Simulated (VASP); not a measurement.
# Au (I4/mmm) in VASP: a series of runs

Au is run at these levels: PBE; tasks: single point.

Program: VASP 6.6.1. These are calculated values, not measurements. Logs are shortened: lines on timing, memory, paths and dates and some standing lists are left out, and cuts for length are marked.

### 1 The cell of the first run

The structure is tetragonal, space group I4/mmm (No. 139). Conventional cell: a = 2.940 Å, b = 2.940 Å, c = 4.033 Å, α = 90.00°, β = 90.00°, γ = 90.00°. Au (site symmetry 4/mmm) has 12 Au at 2.90 to 2.94 Å within 3.8 Å.

### 2 Single point, PBE (strain along c alone, the other axes held: -3.0 %)

INCAR reads:

```
SYSTEM = Au
PREC = Accurate
ENCUT = 520
EDIFF = 1E-6
ISMEAR = 0
SIGMA = 0.1
LREAL = .FALSE.
LASPH = .TRUE.
NELM = 60
ALGO = Fast
ISIF = 2
LWAVE = .FALSE.
LCHARG = .FALSE.
GGA = PE
NBANDS = 18
```

KPOINTS reads:

```
regular mesh
0
G
  18 18 12
  0 0 0
```

POSCAR reads:

```
Au
1.0
    2.0789480791      2.0789480791      0.0000000000
   -2.0789480791      2.0789480791      0.0000000000
    0.0000000000      0.0000000000      4.0331592735
Au
2
Direct
    0.0000000000      0.0000000000      0.0000000000
    0.5000000000      0.5000000000      0.5000000000
```

Potentials or basis: VASP PAW PBE potentials, release 64 (Au).

Started as:

```sh
$ cat potpaw_PBE.64/Au/POTCAR > POTCAR
$ mpirun -np 1 vasp_std > vasp.out
```

OUTCAR:

```text
SYSTEM = Au
   PREC = Accurate
   ENCUT = 520
   EDIFF = 1E-6
   ISMEAR = 0
   LREAL = .FALSE.
   LASPH = .TRUE.
   NELM = 60
   ISIF = 2
   GGA = PE

 ion  position               nearest neighbor table
   1  0.000  0.000  0.000-   2 2.90   2 2.90   2 2.90   2 2.90   2 2.90   2 2.90   2 2.90   2 2.90

   2  0.500  0.500  0.500-   1 2.90   1 2.90   1 2.90   1 2.90   1 2.90   1 2.90   1 2.90   1 2.90

  LATTYP: Found a simple tetragonal cell.
 ALAT       =     2.9400765689
 C/A-ratio  =     1.3717871555

  Lattice vectors:

 A1 = (   2.0789480791,   2.0789480791,   0.0000000000)
 A2 = (  -2.0789480791,   2.0789480791,   0.0000000000)
 A3 = (   0.0000000000,   0.0000000000,   4.0331592735)

Analysis of symmetry for initial positions (statically):
=====================================================================
 Subroutine PRICEL returns following result:

  LATTYP: Found a body centered tetragonal cell.
 ALAT       =     2.9400765689
 C/A-ratio  =     1.3717871555

  Lattice vectors:

 A1 = (   0.0000000000,  -2.0789480791,  -2.0165796367)
 A2 = (   0.0000000000,   2.0789480791,  -2.0165796368)
 A3 = (   2.0789480791,   0.0000000000,   2.0165796368)

   2 primitive cells build up your supercell.

 Routine SETGRP: Setting up the symmetry group for a
 simple tetragonal supercell.

 Subroutine GETGRP returns: Found 16 space group operations
 (whereof 16 operations were pure point group operations)
 out of a pool of 16 trial point group operations.

The static configuration has the point symmetry D_4h.

Analysis of symmetry for dynamics (positions and initial velocities):
=====================================================================
 Subroutine PRICEL returns following result:

  LATTYP: Found a body centered tetragonal cell.
 ALAT       =     2.9400765689
 C/A-ratio  =     1.3717871555

  Lattice vectors:

 A1 = (   0.0000000000,  -2.0789480791,  -2.0165796367)
 A2 = (   0.0000000000,   2.0789480791,  -2.0165796368)
 A3 = (   2.0789480791,   0.0000000000,   2.0165796368)

   2 primitive cells build up your supercell.

 Routine SETGRP: Setting up the symmetry group for a
 simple tetragonal supercell.

 Subroutine GETGRP returns: Found 16 space group operations
 (whereof 16 operations were pure point group operations)
 out of a pool of 16 trial point group operations.

The dynamic configuration has the point symmetry D_4h.

 Subroutine INISYM returns: Found 16 space group operations
 (whereof 16 operations are pure point group operations),
 and found     2 'primitive' translations

----------------------------------------------------------------------------------------

                                     Primitive cell

  volume of cell :      17.4314

  direct lattice vectors                    reciprocal lattice vectors
     0.000000000 -2.078948079 -2.016579637     0.240506247 -0.240506247 -0.247944584
     0.000000000  2.078948079 -2.016579637     0.240506247  0.240506247 -0.247944584
     2.078948079  0.000000000  2.016579637     0.481012494  0.000000000  0.000000000

  length of vectors
     2.896311196  2.896311196  2.896311196     0.420907385  0.420907385  0.481012494

  position of ions in fractional coordinates (direct lattice)
     0.000000000  0.000000000  0.000000000

  ion indices of the primitive-cell ions
   primitive index   ion index
                 1           1

----------------------------------------------------------------------------------------

 KPOINTS: regular mesh

Automatic generation of k-mesh.
 Grid dimensions read from file:
 generate k-points for:   18   18   12

 Generating k-lattice:

  Cartesian coordinates                     Fractional coordinates (reciprocal lattice)
     0.013361458  0.013361458  0.000000000     0.055555556  0.000000000  0.000000000
    -0.013361458  0.013361458  0.000000000     0.000000000  0.055555556  0.000000000
     0.000000000  0.000000000  0.020662049     0.000000000  0.000000000  0.083333333

  Length of vectors
     0.018895955  0.018895955  0.020662049

  Shift w.r.t. Gamma in fractional coordinates (k-lattice)
     0.000000000  0.000000000  0.000000000

 Subroutine IBZKPT returns following result:
 ===========================================

 Found    385 irreducible k-points:

 Following reciprocal coordinates:
            Coordinates               Weight
  0.000000  0.000000  0.000000      1.000000
  0.055556  0.000000  0.000000      4.000000
  0.111111  0.000000  0.000000      4.000000
  0.166667  0.000000  0.000000      4.000000
  0.222222  0.000000  0.000000      4.000000
  0.277778  0.000000  0.000000      4.000000
[... 16 lines left out ...]
  0.277778  0.111111  0.000000      8.000000
  0.333333  0.111111  0.000000      8.000000
 [... further k-points ...]
   k-points           NKPTS =    385   k-points in BZ     NKDIM =    385   number of bands    NBANDS=     18
   number of dos      NEDOS =    301   number of ions     NIONS =      2
   total plane-waves  NPLWV =  17280
   dimension x,y,z NGX =    24 NGY =   24 NGZ =   30
   dimension x,y,z NGXF=    48 NGYF=   48 NGZF=   60
   ions per type =               2
   NGX,Y,Z   is equivalent  to a cutoff of  13.57, 13.57, 12.37 a.u.
   NGXF,Y,Z  is equivalent  to a cutoff of  27.14, 27.14, 24.73 a.u.
 SYSTEM =  Au
   PREC   = accura    normal or accurate (medium, high low for compatibility)
   ISTART =      0    job   : 0-new  1-cont  2-samecut
   ICHARG =      2    charge: 1-file 2-atom 10-const
   ISPIN  =      1    spin polarized calculation?
   LNONCOLLINEAR =      F non collinear calculations
   LSORBIT =      F    spin-orbit coupling
   LASPH  =      T    aspherical Exc in radial PAW
   ENCUT  =  520.0 eV  38.22 Ry    6.18 a.u.   5.47  5.47  7.50*2*pi/ulx,y,z
   NELM   =     60;   NELMIN=  2; NELMDL= -5     # of ELM steps
   EDIFF  = 0.1E-05   stopping-criterion for ELM
   LREAL  =      F    real-space projection
   EDIFFG = 0.1E-04   stopping-criterion for IOM
   NSW    =      0    number of steps for IOM
   IBRION =     -1    ionic relax: 0-MD 1-quasi-New 2-CG
   NFREE  =      0    steps in history (QN), initial steepest desc. (CG)
   ISIF   =      2    stress and relaxation
   ISYM   =      2    0-nonsym 1-usesym 2-fastsym
   POTIM  = 0.5000    time-step for ionic-motion
   TEBEG  =    0.0;   TEEND  =   0.0 temperature during run
   PSTRESS=    0.0 pullay stress
   NELECT =      22.0000    total number of electrons
   NUPDOWN=      -1.0000    fix difference up-down
   EMIN   =  10.00;   EMAX   =-10.00  energy-range for DOS
   EFERMI =   0.00;   METHOD = LEGACY
   ISMEAR =     0;   SIGMA  =   0.10  broadening in eV -4-tet -1-fermi 0-gaus
   EFERMI_NEDOS =   21; number of points for ismear=-14 and -15
   IALGO  =     68    algorithm
   IMIX   =      4    mixing-type and parameters
     AMIX     =   0.40;   BMIX     =  1.00
     AMIX_MAG =   1.60;   BMIX_MAG =  1.00
  volume/ion in A,a.u.               =      17.43       117.63
  Fermi-wavevector in a.u.,A,eV,Ry     =   1.404197  2.653548 26.827565  1.971770
  Thomas-Fermi vector in A             =   2.526783
   LORBIT       =      0    0 simple, 1 ext, 2 COOP (PROOUT), +10 PAW based schemes
   GGA     = PE    functional components
   LHFCALC =     F    Hartree Fock is set to
   AEXX    =    0.0000 exact exchange contribution
   IVDW    =     0    specifies the selected vdW correction
   LEPSILON=     F    determine dielectric tensor
   LRPA    =     F    only Hartree local field effects (RPA)
 non-spin polarized calculation
 RMM-DIIS sequential band-by-band and
 Gauss-broadening in eV      SIGMA  =   0.10
  energy-cutoff  :      520.00
  volume of cell :       34.86
 maximum number of plane-waves:       959
 NGX is ok and might be reduce to    24
   NGX = 11   NGY = 11   NGZ = 15

 number of electron      21.9999995 magnetization

 Free energy of the ion-electron system (eV)
  ---------------------------------------------------
  ext. energy  EPLUGINS =         0.00000000
  ---------------------------------------------------
  free energy    TOTEN  =        -6.42771186 eV

  energy without entropy =       -6.42451954  energy(sigma->0) =       -6.42611570

 E-fermi :   9.1358     XC(G=0): -12.5818

 val. band max:        9.1307374335   @ k =   0.5000   0.1111   0.3333
 cond. band min:       9.1387674470   @ k =   0.2778   0.1667   0.4167
 fundamental gap:      0.0080300135
 Fermi energy:         9.1358024985

 k-point     1 :       0.0000    0.0000    0.0000
  band No.  band energies     occupation
      1      -0.5168      2.00000
      2       2.2727      2.00000
      3       2.5537      2.00000
      4       4.4460      2.00000
      5       4.4460      2.00000
      6       4.7019      2.00000
[... 10 lines left out ...]
     17      25.7579      0.00000
     18      27.3623      0.00000

 k-point     2 :       0.0556    0.0000    0.0000
  band No.  band energies     occupation
      1      -0.4475      2.00000
      2       2.3163      2.00000
      3       2.5920      2.00000
      4       4.4234      2.00000
      5       4.4678      2.00000
      6       4.7300      2.00000
[... 10 lines left out ...]
     17      26.0211      0.00000
     18      26.9648      0.00000

 k-point     3 :       0.1111    0.0000    0.0000
  band No.  band energies     occupation
      1      -0.2426      2.00000
      2       2.4319      2.00000
      3       2.7157      2.00000
      4       4.3599      2.00000
      5       4.5324      2.00000
      6       4.8063      2.00000
[... 10 lines left out ...]
     17      26.0533      0.00000
     18      26.4733      0.00000

 k-point     4 :       0.1667    0.0000    0.0000
  band No.  band energies     occupation
      1       0.0893      2.00000
      2       2.5859      2.00000
      3       2.9365      2.00000
      4       4.2675      2.00000
      5       4.6383      2.00000
      6       4.9040      2.00000
[... 10 lines left out ...]
     17      24.9528      0.00000
     18      26.5846      0.00000

 k-point     5 :       0.2222    0.0000    0.0000
  band No.  band energies     occupation
      1       0.5330      2.00000
      2       2.7603      2.00000
      3       3.2344      2.00000
      4       4.1630      2.00000
      5       4.7829      2.00000
      6       4.9733      2.00000
[... 10 lines left out ...]
     17      24.3523      0.00000
     18      26.3865      0.00000

 k-point     6 :       0.2778    0.0000    0.0000
  band No.  band energies     occupation
      1       1.0653      2.00000
      2       2.9509      2.00000
      3       3.5571      2.00000
      4       4.0657      2.00000
      5       4.9623      2.00000
      6       4.9651      2.00000
[... 10 lines left out ...]
     17      23.9382      0.00000
     18      26.0706      0.00000

 k-point     7 :       0.3333    0.0000    0.0000
  band No.  band energies     occupation
      1       1.6526      2.00000
      2       3.1452      2.00000
      3       3.8437      2.00000
      4       3.9942      2.00000
      5       4.8281      2.00000
      6       4.8707      2.00000
[... 10 lines left out ...]
     17      23.0486      0.00000
     18      25.7483      0.00000

 k-point     8 :       0.3889    0.0000    0.0000
  band No.  band energies     occupation
      1       2.2478      2.00000
      2       3.3076      2.00000
      3       3.9652      2.00000
      4       4.0485      2.00000
      5       4.5014      2.00000
      6       4.7139      2.00000
[... 10 lines left out ...]
     17      24.0801      0.00000
     18      25.4911      0.00000
[... 229 lines left out ...]
     17      24.6079      0.00000
     18      24.6079      0.00000

 k-point    20 :       0.1111    0.1111    0.0000
  band No.  band energies     occupation
      1       0.0273      2.00000
      2       2.6100      2.00000
      3       2.8537      2.00000
      4       4.1858      2.00000
      5       4.7112      2.00000
      6       4.9287      2.00000
[... 10 lines left out ...]
     17      26.1859      0.00000
     18      26.8480      0.00000

 k-point    21 :       0.1667    0.1111    0.0000
  band No.  band energies     occupation
      1       0.3523      2.00000
      2       2.7768      2.00000
      3       3.0525      2.00000
      4       4.0601      2.00000
      5       4.8550      2.00000
      6       5.0436      2.00000
[... 10 lines left out ...]
     17      25.3070      0.00000
     18      26.8140      0.00000

 k-point    22 :       0.2222    0.1111    0.0000
  band No.  band energies     occupation
      1       0.7835      2.00000
      2       2.9554      2.00000
      3       3.3261      2.00000
      4       3.9348      2.00000
      5       5.0253      2.00000
      6       5.0696      2.00000
[... 10 lines left out ...]
     17      24.6973      0.00000
     18      26.5264      0.00000

 k-point    23 :       0.2778    0.1111    0.0000
  band No.  band energies     occupation
      1       1.2948      2.00000
      2       3.1510      2.00000
      3       3.6009      2.00000
      4       3.8239      2.00000
      5       4.8375      2.00000
      6       4.9407      2.00000
[... 10 lines left out ...]
     17      24.0887      0.00000
     18      26.8414      0.00000

 k-point    24 :       0.3333    0.1111    0.0000
  band No.  band energies     occupation
      1       1.8505      2.00000
      2       3.3647      2.00000
      3       3.7422      2.00000
      4       3.7860      2.00000
      5       4.4732      2.00000
      6       4.7529      2.00000
[... 10 lines left out ...]
     17      23.0706      0.00000
     18      25.8231      0.00000

 [... further k-points ...]

------------------------ aborting loop because EDIFF is reached ----------------------------------------

  FORCE on cell =-STRESS in cart. coord.  units (eV):
  Direction    XX          YY          ZZ          XY          YZ          ZX
  --------------------------------------------------------------------------------------
  -------------------------------------------------------------------------------------
  Total        0.9504090      0.9504090      1.0306419      0.0000000      0.0000000      0.0000000
  in kB       43.6775692     43.6775692     47.3648015      0.0000000      0.0000000      0.0000000
  external PRESSURE =      44.9066467 kB  Pullay stress =       0.0000000 kB

 VOLUME and BASIS-vectors are now :
 -----------------------------------------------------------------------------
  energy-cutoff  :      520.00
  volume of cell :       34.86
      direct lattice vectors                 reciprocal lattice vectors
     2.078948079  2.078948079  0.000000000     0.240506247  0.240506247  0.000000000
    -2.078948079  2.078948079  0.000000000    -0.240506247  0.240506247  0.000000000
     0.000000000  0.000000000  4.033159273     0.000000000  0.000000000  0.247944584

 POSITION                                       TOTAL-FORCE (eV/Angst)
 -----------------------------------------------------------------------------------
      0.00000      0.00000      0.00000        -0.000000      0.000000      0.000000
      0.00000      2.07895      2.01658         0.000000     -0.000000     -0.000000
 -----------------------------------------------------------------------------------
    total drift:                               -0.000000      0.000000     -0.000000

  FREE ENERGIE OF THE ION-ELECTRON SYSTEM (eV)
  ---------------------------------------------------
  free  energy   TOTEN  =        -6.4277118631 eV

  energy  without entropy=       -6.4245195412  energy(sigma->0) =       -6.42611570
```

Run time: 52 s. Hardware: 1 thread of Intel Xeon 6975P-C (Granite Rapids), shared host; peak memory 0.3 GiB.

Results:

| Property | Result |
| --- | --- |
| Free energy | -6.4277 eV |
| Pressure | 4.5 GPa |
| Band gap on the k mesh | zero (bands 11 and 12 overlap by 7.07 eV) |

Levels at points of the mesh, in eV from the Fermi level:
```
           k point  band 7  band 8  band 9  band 10  band 11  band 12  band 13  band 14  band 15  band 16
(0.00, 0.00, 0.00)   -3.30   -3.02   -2.05    -1.68    -1.68     1.40     6.02     9.56     9.56    14.53
(0.50, 0.00, 0.00)   -3.76   -3.76   -3.22    -3.22    -0.50    -0.50     8.77     8.77    10.29    10.29
(0.50, 0.50, 0.00)   -1.80   -1.80   -1.60    -1.60     0.88     0.88     5.33     5.33    10.07    10.07
(0.00, 0.00, 0.50)   -3.49   -3.49   -3.49    -3.49    -2.70    -2.70    14.45    14.45    14.45    14.45
(0.50, 0.00, 0.50)   -2.06   -2.06   -1.94    -1.94    -0.88    -0.88     2.92     2.92    13.92    13.92
(0.50, 0.50, 0.50)   -3.27   -3.27   -1.79    -1.79     4.31     4.31     6.25     6.25     6.25     6.25
```

Caveat: the cell differs from its parent crystal (strain along c alone, the other axes held: -3.0 %); the cell stands under pressure; spin-orbit coupling is left out, which moves the levels of the heavy elements.

(Part 1 of 2 ends here.)
